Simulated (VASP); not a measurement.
# Rh: single point with r2SCAN

The system is Rh.

```
Rh
1.0
    -1.52288    1.52288    1.52288
     1.52288   -1.52288    1.52288
     1.52288    1.52288   -1.52288
Rh
1
Direct
  0.00000 0.00000 0.00000
```

This isn't the form of Rh at room conditions, which is fcc.

| Item | Value |
| --- | --- |
| Program | VASP 6.6.1 |
| Task | single point |
| Functional | r2SCAN |
| Potentials or basis | VASP PAW PBE potentials, release 64 (Rh_pv) |
| Cutoff | 520 eV |
| k mesh | 24 × 24 × 24 |
| Occupations | fermi-dirac, width 0.1 eV |
| Spin | no spin polarisation |
| Dipole correction | no |
| Further INCAR settings | ALGO = Normal; EDIFF = 1e-06; NBANDS = 14 |

| Item | Value |
| --- | --- |
| Pressure | 1.2 GPa |
| Band gap on the k mesh | zero (an odd number of electrons rules out a gap without spin polarisation) |

Levels at points of the mesh, in eV from the Fermi level:
```tsv
k point	band 4	band 5	band 6	band 7	band 8	band 9	band 10	band 11
(0.00, 0.00, 0.00)	-7.77	-2.94	-2.94	-2.94	-0.50	-0.50	17.94	19.36
(0.50, 0.00, 0.00)	-5.93	-4.49	-0.54	-0.14	1.52	1.65	9.73	15.32
(0.50, 0.50, 0.50)	-5.97	-5.97	1.14	1.14	1.14	9.99	9.99	9.99
```

Wall time 3.1 min on 1 thread of AMD EPYC 7R13 Processor (Zen 3), on a shared host, peak memory 0.16 GiB.

Caveat: the PAW data sets were made with another functional, which shifts forces and pressure a little.
